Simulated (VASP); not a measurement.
# HPt6 in VASP: notebook

The runs below take HPt6 through single point, with PBE.

Everything below comes from runs of VASP 6.6.1. Logs are shortened: lines on timing, memory, paths and dates and some standing lists are left out, and cuts for length are marked.

### Step 1. The cell of the first run

The cell holds a slab with vacuum, 14 atoms: a = 5.614 Å, b = 5.614 Å, c = 22.619 Å, α = 90.00°, β = 90.00°, γ = 120.00°.

### Step 2. Single point, PBE

File INCAR:

```
SYSTEM = HPt6
PREC = Accurate
ENCUT = 520
EDIFF = 1E-7
ISMEAR = 0
SIGMA = 0.1
LREAL = .FALSE.
LASPH = .TRUE.
NELM = 80
ALGO = Normal
ISIF = 2
LWAVE = .FALSE.
LCHARG = .TRUE.
LDIPOL = .TRUE.
IDIPOL = 3
DIPOL = 0.5 0.5 0.304
GGA = PE
LELF = .TRUE.
LVHAR = .TRUE.
LVACPOTAV = .TRUE.
NBANDS = 74
```

File KPOINTS:

```
regular mesh
0
G
  6 6 1
  0 0 0
```

File POSCAR:

```
HPt6
1.0
    5.6143281343      0.0000000000      0.0000000000
   -2.8071640672      4.8621507895      0.0000000000
    0.0000000000      0.0000000000     22.6192653717
Pt H
12 2
Direct
    0.3333333333      0.1666666667      0.1768404028
    0.3333333333      0.6666666667      0.1768404028
    0.8333333333      0.1666666667      0.1768404028
    0.8333333333      0.6666666667      0.1768404028
    0.1666666667      0.3333333333      0.2789526245
    0.1666666667      0.8333333333      0.2789526245
    0.6666666667      0.3333333333      0.2789526245
    0.6666666667      0.8333333333      0.2789526245
    0.0000000000      0.0000000000      0.3810585901
    0.0000000000      0.5000000000      0.3810585901
    0.5000000000      0.0000000000      0.3810585901
    0.5000000000      0.5000000000      0.3810585901
    0.1731307263      0.3462614525      0.4575420643
    0.3268692737      0.6537385475      0.4575420643
```

Potentials or basis: VASP PAW PBE potentials, release 64 (Pt, H).

Command:

```
> cat potpaw_PBE.64/Pt/POTCAR potpaw_PBE.64/H/POTCAR > POTCAR
> mpirun -np 1 vasp_std > vasp.out
```

OUTCAR:

```text
SYSTEM = HPt6
   PREC = Accurate
   ENCUT = 520
   EDIFF = 1E-7
   ISMEAR = 0
   LREAL = .FALSE.
   LASPH = .TRUE.
   NELM = 80
   ISIF = 2
   GGA = PE

 ion  position               nearest neighbor table
   1  0.333  0.167  0.177-   4 2.81   4 2.81   3 2.81   3 2.81   2 2.81   2 2.81   5 2.82   7 2.82
                             6 2.82
   2  0.333  0.667  0.177-   3 2.81   3 2.81   4 2.81   4 2.81   1 2.81   1 2.81   6 2.82   8 2.82
                             5 2.82
   3  0.833  0.167  0.177-   2 2.81   2 2.81   1 2.81   1 2.81   4 2.81   4 2.81   7 2.82   5 2.82
                             8 2.82
   4  0.833  0.667  0.177-   1 2.81   1 2.81   2 2.81   2 2.81   3 2.81   3 2.81   8 2.82   6 2.82
                             7 2.82
   5  0.167  0.333  0.279-   8 2.81   8 2.81   7 2.81   7 2.81   6 2.81   6 2.81  12 2.82   9 2.82
                            10 2.82   1 2.82   3 2.82   2 2.82
   6  0.167  0.833  0.279-   7 2.81   7 2.81   8 2.81   8 2.81   5 2.81   5 2.81  11 2.82  10 2.82
                             9 2.82   2 2.82   4 2.82   1 2.82
   7  0.667  0.333  0.279-   6 2.81   6 2.81   5 2.81   5 2.81   8 2.81   8 2.81  10 2.82  11 2.82
                            12 2.82   3 2.82   1 2.82   4 2.82
   8  0.667  0.833  0.279-   5 2.81   5 2.81   6 2.81   6 2.81   7 2.81   7 2.81   9 2.82  12 2.82
                            11 2.82   4 2.82   2 2.82   3 2.82
   9  0.000  0.000  0.381-  12 2.81  12 2.81  11 2.81  11 2.81  10 2.81  10 2.81   8 2.82   5 2.82
                             6 2.82
  10  0.000  0.500  0.381-  11 2.81  11 2.81  12 2.81  12 2.81   9 2.81   9 2.81   7 2.82   6 2.82
                             5 2.82
  11  0.500  0.000  0.381-  10 2.81  10 2.81   9 2.81   9 2.81  12 2.81  12 2.81   6 2.82   7 2.82
                             8 2.82
  12  0.500  0.500  0.381-   9 2.81   9 2.81  10 2.81  10 2.81  11 2.81  11 2.81   5 2.82   8 2.82
                             7 2.82
  13  0.173  0.346  0.458-
  14  0.327  0.654  0.458-

  LATTYP: Found a hexagonal cell.
 ALAT       =     5.6143281343
 C/A-ratio  =     4.0288463429

  Lattice vectors:

 A1 = (   5.6143281343,   0.0000000000,   0.0000000000)
 A2 = (  -2.8071640672,   4.8621507895,   0.0000000000)
 A3 = (   0.0000000000,   0.0000000000,  22.6192653717)

Analysis of symmetry for initial positions (statically):
=====================================================================
 Subroutine PRICEL returns:
 Original cell was already a primitive cell.

 Routine SETGRP: Setting up the symmetry group for a
 hexagonal supercell.

 Subroutine GETGRP returns: Found  2 space group operations
 (whereof  2 operations were pure point group operations)
 out of a pool of 24 trial point group operations.

The static configuration has the point symmetry C_1h.
[... 149 lines left out ...]
   LORBIT       =      0    0 simple, 1 ext, 2 COOP (PROOUT), +10 PAW based schemes
   GGA     = PE    functional components
   LHFCALC =     F    Hartree Fock is set to
   AEXX    =    0.0000 exact exchange contribution
   IVDW    =     0    specifies the selected vdW correction
   LEPSILON=     F    determine dielectric tensor
   LRPA    =     F    only Hartree local field effects (RPA)
 non-spin polarized calculation
 Gauss-broadening in eV      SIGMA  =   0.10
  energy-cutoff  :      520.00
  volume of cell :      617.45
 maximum number of plane-waves:     16729
 NGX is ok and might be reduce to    42
   NGX = 21   NGY = 21   NGZ = 85

 dipolmoment           0.000000      0.000000      0.264047 electrons x Angstroem

 number of electron     121.9999984 magnetization

 dipolmoment           0.000000      0.000000     -0.076665 electrons x Angstroem

 Free energy of the ion-electron system (eV)
  ---------------------------------------------------
  ext. energy  EPLUGINS =         0.00000000
  ---------------------------------------------------
  free energy    TOTEN  =       -73.48067474 eV

  energy without entropy =      -73.33684049  energy(sigma->0) =      -73.40875762

 E-fermi :  -0.6007     XC(G=0):  -4.9798

 val. band max:       -0.6081273452   @ k =   0.0000   0.1667   0.0000
 cond. band min:      -0.5916767162   @ k =   0.5000   0.0000   0.0000
 fundamental gap:      0.0164506290
 Fermi energy:        -0.6006580897

 k-point     1 :       0.0000    0.0000    0.0000
  band No.  band energies     occupation
      1      -9.4855      2.00000
      2      -8.0252      2.00000
      3      -7.2782      2.00000
      4      -6.8403      2.00000
      5      -6.7933      2.00000
      6      -6.7887      2.00000
[... 977 lines left out ...]
     72       4.2873      0.00000
     73       4.3296      0.00000
 [bands above 73 left out]

------------------------ aborting loop because EDIFF is reached ----------------------------------------

  FORCE on cell =-STRESS in cart. coord.  units (eV):
  Direction    XX          YY          ZZ          XY          YZ          ZX
  --------------------------------------------------------------------------------------
  -------------------------------------------------------------------------------------
  Total      -18.4193692    -19.5940634     -5.6457879      0.0000000     -0.1589669      0.0000000
  in kB      -47.7947973    -50.8429077    -14.6497573      0.0000000     -0.4124893      0.0000000
  external PRESSURE =     -37.7624874 kB  Pullay stress =       0.0000000 kB

 VOLUME and BASIS-vectors are now :
 -----------------------------------------------------------------------------
  energy-cutoff  :      520.00
  volume of cell :      617.45
      direct lattice vectors                 reciprocal lattice vectors
     5.614328134  0.000000000  0.000000000     0.178115703  0.102835149  0.000000000
    -2.807164067  4.862150790  0.000000000     0.000000000  0.205670298  0.000000000
     0.000000000  0.000000000 22.619265372     0.000000000  0.000000000  0.044210101

 POSITION                                       TOTAL-FORCE (eV/Angst)
 -----------------------------------------------------------------------------------
      1.40358      0.81036      4.00000         0.055099      0.010267     -0.036641
     -0.00000      3.24143      4.00000        -0.000000      0.041170      0.023258
      4.21075      0.81036      4.00000        -0.055099      0.010267     -0.036641
      2.80716      3.24143      4.00000         0.000000     -0.023876      0.092612
      0.00000      1.62072      6.30970         0.000000     -0.099832     -0.300114
     -1.40358      4.05179      6.30970        -0.037376      0.024116     -0.010935
      2.80716      1.62072      6.30970        -0.000000      0.037900      0.363763
      1.40358      4.05179      6.30970         0.037376      0.024116     -0.010935
      0.00000      0.00000      8.61927        -0.000000      0.224489      0.450699
     -1.40358      2.43108      8.61927         0.227793     -0.017434      1.034128
      2.80716      0.00000      8.61927         0.000000     -0.204570      0.388614
      1.40358      2.43108      8.61927        -0.227793     -0.017434      1.034128
      0.00000      1.68358     10.34927        -0.000000      0.712002     -1.478491
     -0.00000      3.17858     10.34927         0.000000     -0.721181     -1.513446
 -----------------------------------------------------------------------------------
    total drift:                               -0.000000      0.000018     -0.000096

  FREE ENERGIE OF THE ION-ELECTRON SYSTEM (eV)
  ---------------------------------------------------
  free  energy   TOTEN  =       -73.4806747432 eV

  energy  without entropy=      -73.3368404902  energy(sigma->0) =      -73.40875762

 vacuum level on the upper side and lower side of the slab         4.665         5.173
```

stdout:

```text
POSCAR found type information on POSCAR PtH
 POSCAR found :  2 types and      14 ions
 scaLAPACK will be used
 LDA part: xc-table for (Slater+PW92), standard interpolation
 POSCAR, INCAR and KPOINTS ok, starting setup
 FFT: planning ... GRIDC
 FFT: planning ... GRID_SOFT
 FFT: planning ... GRID
 WAVECAR not read
 entering main loop
 -----------------------------------------------------------------------------
|                                                                             |
|           W    W    AA    RRRRR   N    N  II  N    N   GGGG   !!!           |
|           W    W   A  A   R    R  NN   N  II  NN   N  G    G  !!!           |
|           W    W  A    A  R    R  N N  N  II  N N  N  G       !!!           |
|           W WW W  AAAAAA  RRRRR   N  N N  II  N  N N  G  GGG   !            |
|           WW  WW  A    A  R   R   N   NN  II  N   NN  G    G                |
|           W    W  A    A  R    R  N    N  II  N    N   GGGG   !!!           |
|                                                                             |
|     Did not find any points to average over, which means that no vacuum     |
|     field-free region was found. Please increase the size of  your cell     |
|     in the dimension of the dipole correction to obtain accurate            |
|     workfunction values.                                                    |
|                                                                             |
 -----------------------------------------------------------------------------
```

Wall time 61 min (1 thread of Intel Xeon 8259CL, shared host); peak memory 0.88 GiB.

What came out:

| Property | Result |
| --- | --- |
| Free energy | -73.4807 eV |
| Largest force | 1.676 eV/Å |
| Band gap on the k mesh | zero (bands 61 and 62 overlap by 0.75 eV) |

Forces on the atoms (eV/Å):
```
Pt   0.055  0.010 -0.037
Pt   0.000  0.041  0.023
Pt  -0.055  0.010 -0.037
Pt   0.000 -0.024  0.093
Pt   0.000 -0.100 -0.300
Pt  -0.037  0.024 -0.011
Pt   0.000  0.038  0.364
Pt   0.037  0.024 -0.011
Pt   0.000  0.224  0.451
Pt   0.228 -0.017  1.034
Pt   0.000 -0.205  0.389
Pt  -0.228 -0.017  1.034
H    0.000  0.712 -1.478
H    0.000 -0.721 -1.513
```

Caveat: spin-orbit coupling is left out, which moves the levels of the heavy elements.

### Step 3. Single point, PBE

File INCAR:

```
PREC     = Accurate       # precision mode
ENCUT    = 520            # plane-wave cutoff, eV
EDIFF    = 1E-6           # SCF threshold, eV
ISMEAR   = 0              # smearing method
SIGMA    = 0.1            # smearing width, eV
LREAL    = False          # projectors in reciprocal space
LASPH    = True           # aspherical terms in the spheres
NELM     = 80             # most SCF steps
ALGO     = Normal         # electronic algorithm
ISIF     = 2              # what is computed and relaxed
LWAVE    = False          # write WAVECAR
LCHARG   = False          # write CHGCAR
LDIPOL   = True         
IDIPOL   = 3            
DIPOL    = 0.5 0.5 0.298
GGA      = PE             # functional
NBANDS   = 74             # bands
```

File KPOINTS:

```
Automatic mesh
0
Gamma
  6 6 1
```

Edit POSCAR of step 2 so:

```diff
@@ -20,3 +20,3 @@
     0.5000000000      0.5000000000      0.3810585901
-    0.1731307263      0.3462614525      0.4575420643
-    0.3268692737      0.6537385475      0.4575420643
+    0.2114368192      0.4228736384      0.4151003676
+    0.2885631808      0.5771263616      0.4151003676
```

Potentials or basis: VASP PAW PBE potentials, release 64 (Pt, H).

Command:

```
> cat potpaw_PBE.64/Pt/POTCAR potpaw_PBE.64/H/POTCAR > POTCAR
> mpirun -np 1 vasp_std > vasp.out
```

OUTCAR:

```text
PREC = Accurate
   ENCUT = 520
   EDIFF = 1E-6
   ISMEAR = 0
   LREAL = False
   LASPH = True
   NELM = 80
   ISIF = 2
   GGA = PE

 ion  position               nearest neighbor table
   1  0.333  0.167  0.177-   4 2.81   4 2.81   3 2.81   3 2.81   2 2.81   2 2.81   5 2.82   7 2.82
                             6 2.82
   2  0.333  0.667  0.177-   3 2.81   3 2.81   4 2.81   4 2.81   1 2.81   1 2.81   6 2.82   8 2.82
                             5 2.82
   3  0.833  0.167  0.177-   2 2.81   2 2.81   1 2.81   1 2.81   4 2.81   4 2.81   7 2.82   5 2.82
                             8 2.82
   4  0.833  0.667  0.177-   1 2.81   1 2.81   2 2.81   2 2.81   3 2.81   3 2.81   8 2.82   6 2.82
                             7 2.82
   5  0.167  0.333  0.279-   8 2.81   8 2.81   7 2.81   7 2.81   6 2.81   6 2.81  12 2.82   9 2.82
                            10 2.82   1 2.82   3 2.82   2 2.82
   6  0.167  0.833  0.279-   7 2.81   7 2.81   8 2.81   8 2.81   5 2.81   5 2.81  11 2.82  10 2.82
                             9 2.82   2 2.82   4 2.82   1 2.82
   7  0.667  0.333  0.279-   6 2.81   6 2.81   5 2.81   5 2.81   8 2.81   8 2.81  10 2.82  11 2.82
                            12 2.82   3 2.82   1 2.82   4 2.82
   8  0.667  0.833  0.279-   5 2.81   5 2.81   6 2.81   6 2.81   7 2.81   7 2.81   9 2.82  12 2.82
                            11 2.82   4 2.82   2 2.82   3 2.82
   9  0.000  0.000  0.381-  12 2.81  12 2.81  11 2.81  11 2.81  10 2.81  10 2.81   8 2.82   5 2.82
                             6 2.82
  10  0.000  0.500  0.381-  14 1.64  13 1.64  11 2.81  11 2.81  12 2.81  12 2.81   9 2.81   9 2.81
                             7 2.82   6 2.82   5 2.82
  11  0.500  0.000  0.381-  10 2.81  10 2.81   9 2.81   9 2.81  12 2.81  12 2.81   6 2.82   7 2.82
                             8 2.82
  12  0.500  0.500  0.381-  13 1.64  14 1.64   9 2.81   9 2.81  10 2.81  10 2.81  11 2.81  11 2.81
                             5 2.82   8 2.82   7 2.82
  13  0.211  0.423  0.415-  14 0.75  12 1.64  10 1.64
  14  0.289  0.577  0.415-  13 0.75  10 1.64  12 1.64

  LATTYP: Found a hexagonal cell.
 ALAT       =     5.6143281343
 C/A-ratio  =     4.0288463429

  Lattice vectors:

 A1 = (   5.6143281343,   0.0000000000,   0.0000000000)
 A2 = (  -2.8071640672,   4.8621507895,   0.0000000000)
 A3 = (   0.0000000000,   0.0000000000,  22.6192653717)
[... 188 lines left out ...]
  free energy    TOTEN  =       -73.29321357 eV

  energy without entropy =      -73.15776173  energy(sigma->0) =      -73.22548765

 E-fermi :  -0.6783     XC(G=0):  -4.8813

 val. band max:       -0.6867517606   @ k =   0.1667   0.0000   0.0000
 cond. band min:      -0.6721331286   @ k =   0.5000   0.0000   0.0000
 fundamental gap:      0.0146186320
 Fermi energy:        -0.6783152189

 k-point     1 :       0.0000    0.0000    0.0000
  band No.  band energies     occupation
      1     -13.8033      2.00000
      2      -9.3393      2.00000
      3      -7.5870      2.00000
      4      -7.3974      2.00000
      5      -7.2096      2.00000
      6      -6.8671      2.00000
[... 977 lines left out ...]
     72       4.2581      0.00000
     73       4.4346      0.00000
 [bands above 73 left out]

------------------------ aborting loop because EDIFF is reached ----------------------------------------

 vacuum level on the upper side and lower side of the slab       (xc-potential included)        -0.334         0.036

  FORCE on cell =-STRESS in cart. coord.  units (eV):
  Direction    XX          YY          ZZ          XY          YZ          ZX
  --------------------------------------------------------------------------------------
  -------------------------------------------------------------------------------------
  Total       -6.3937426     -8.4791899      5.3558395      0.0000000     -0.1083118      0.0000000
  in kB      -16.5905589    -22.0019023     13.8973957      0.0000000     -0.2810488      0.0000000
  external PRESSURE =      -8.2316885 kB  Pullay stress =       0.0000000 kB

 VOLUME and BASIS-vectors are now :
 -----------------------------------------------------------------------------
  energy-cutoff  :      520.00
  volume of cell :      617.45
      direct lattice vectors                 reciprocal lattice vectors
     5.614328134  0.000000000  0.000000000     0.178115703  0.102835149  0.000000000
    -2.807164067  4.862150790  0.000000000     0.000000000  0.205670298  0.000000000
     0.000000000  0.000000000 22.619265372     0.000000000  0.000000000  0.044210101

 POSITION                                       TOTAL-FORCE (eV/Angst)
 -----------------------------------------------------------------------------------
      1.40358      0.81036      4.00000         0.023588      0.003992     -0.126333
     -0.00000      3.24143      4.00000        -0.000000      0.020661     -0.000253
      4.21075      0.81036      4.00000        -0.023588      0.003992     -0.126333
      2.80716      3.24143      4.00000         0.000000     -0.032722      0.090089
      0.00000      1.62072      6.30970         0.000000     -0.106706     -0.451882
     -1.40358      4.05179      6.30970        -0.019681      0.124460     -0.195259
      2.80716      1.62072      6.30970         0.000000     -0.073837      0.103559
      1.40358      4.05179      6.30970         0.019681      0.124460     -0.195259
      0.00000      0.00000      8.61927         0.000000     -0.617729     -0.185014
     -1.40358      2.43108      8.61927        -3.742475     -0.098149     -1.303796
      2.80716      0.00000      8.61927        -0.000000      0.709870     -0.321250
      1.40358      2.43108      8.61927         3.742475     -0.098149     -1.303796
     -0.00000      2.05608      9.38927         0.000000     -6.351514      2.008757
     -0.00000      2.80608      9.38927        -0.000000      6.391372      2.006768
 -----------------------------------------------------------------------------------
    total drift:                               -0.000000      0.000034      0.000186

  FREE ENERGIE OF THE ION-ELECTRON SYSTEM (eV)
  ---------------------------------------------------
  free  energy   TOTEN  =       -73.2932135712 eV

  energy  without entropy=      -73.1577617269  energy(sigma->0) =      -73.22548765

 vacuum level on the upper side and lower side of the slab         4.662         5.039
```

stdout:

```text
POSCAR found type information on POSCAR PtH
 POSCAR found :  2 types and      14 ions
 scaLAPACK will be used
 LDA part: xc-table for (Slater+PW92), standard interpolation
 POSCAR, INCAR and KPOINTS ok, starting setup
 FFT: planning ... GRIDC
 FFT: planning ... GRID_SOFT
 FFT: planning ... GRID
 WAVECAR not read
 entering main loop
```

Run time: 74 min. Hardware: 1 thread of Intel Xeon 8259CL, shared host; peak memory 0.9 GiB.

What came out:

* Free energy: -73.2932 eV
* Largest force: 6.699 eV/Å
* Band gap on the k mesh: zero (bands 61 and 62 overlap by 0.64 eV)

Forces on the atoms (eV/Å):
```
Pt   0.024  0.004 -0.126
Pt   0.000  0.021  0.000
Pt  -0.024  0.004 -0.126
Pt   0.000 -0.033  0.090
Pt   0.000 -0.107 -0.452
Pt  -0.020  0.124 -0.195
Pt   0.000 -0.074  0.104
Pt   0.020  0.124 -0.195
Pt   0.000 -0.618 -0.185
Pt  -3.742 -0.098 -1.304
Pt   0.000  0.710 -0.321
Pt   3.742 -0.098 -1.304
H    0.000 -6.352  2.009
H    0.000  6.391  2.007
```

Caveat: spin-orbit coupling is left out, which moves the levels of the heavy elements.
